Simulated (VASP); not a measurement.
TiO2 (kk07): single point with LDA

**What was measured.**

From “Shallow Valence Band of Rutile GeO2 and P-type Doping”, 2020, arxiv:2011.08928, for a bulk crystal of TiO2 at 1.6 K: band gap 3.03 eV (direct).

TiO2 (kk07):

```
Ti O
1.0
     4.54897    0.00000    0.00000
     0.00000    4.54897    0.00000
     0.00000    0.00000    2.91744
Ti O
2 4
Cartesian
  0.0000 0.0000 0.0000
  2.2745 2.2745 1.4587
  1.3826 1.3826 0.0000
  0.8919 3.6571 1.4587
  3.1663 3.1663 0.0000
  3.6571 0.8919 1.4587
```

```
Program             : VASP 6.6.1
Task                : single point
Functional          : LDA
Potentials or basis : VASP PAW LDA potentials, release 64 (Ti_sv, O)
Cutoff              : 520 eV
k mesh              : 8 × 8 × 14
Occupations         : gaussian, width 0.02 eV
Spin                : no spin polarisation
```

```json
{
  "Pressure": "1.1 GPa",
  "Largest force": "0.033 eV/Å",
  "Band gap on the k mesh": "1.83 eV, direct"
}
```

Forces in eV/Å, atoms in the order of the input:
```
Ti   0.000  0.000  0.000
Ti   0.000  0.000  0.000
O   -0.023 -0.023  0.000
O    0.023 -0.023  0.000
O    0.023  0.023  0.000
O   -0.023  0.023  0.000
```

Stress tensor (GPa, compression positive):
```
0.98 0.00 0.00
0.00 0.98 0.00
0.00 0.00 1.44
```

Levels at points of the mesh, in eV from the valence-band top:
| k point | band 21 | band 22 | band 23 | band 24 | band 25 | band 26 | band 27 | band 28 |
| --- | --- | --- | --- | --- | --- | --- | --- | --- |
| (0.00, 0.00, 0.00) | -0.69 | -0.47 | -0.47 | 0.00 | 1.83 | 2.11 | 2.42 | 2.53 |
| (0.50, 0.00, 0.00) | -1.69 | -1.69 | -0.79 | -0.79 | 2.54 | 2.54 | 3.11 | 3.11 |
| (0.50, 0.50, 0.00) | -1.31 | -1.31 | -1.11 | -1.11 | 1.87 | 1.87 | 2.56 | 2.56 |
| (0.00, 0.00, 0.50) | -2.58 | -2.58 | -1.47 | -1.47 | 3.05 | 3.05 | 3.29 | 3.29 |
| (0.50, 0.00, 0.50) | -2.15 | -2.15 | -1.11 | -1.11 | 1.87 | 1.87 | 3.31 | 3.31 |
| (0.50, 0.50, 0.50) | -1.39 | -1.39 | -0.68 | -0.68 | 2.62 | 2.62 | 3.25 | 3.25 |

Run time: 5.7 min on 1 thread of Intel Xeon 8259CL, on a shared host, peak memory 0.29 GiB.

A measured gap of TiO2 is 3.03 eV (direct; 1.6 K; quoted in “Shallow Valence Band of Rutile GeO2 and P-type Doping”, 2020, arxiv:2011.08928); the calculated 1.83 eV misses it by -1.20 eV. 2 values of this kind are on record in papers (3.03 to 3.05 eV); this one was drawn at random among those near their median. The value is that of LDA on a finite k mesh, which can miss the band edges, without temperature or zero-point motion. Semilocal functionals fall short of measured gaps as a rule.
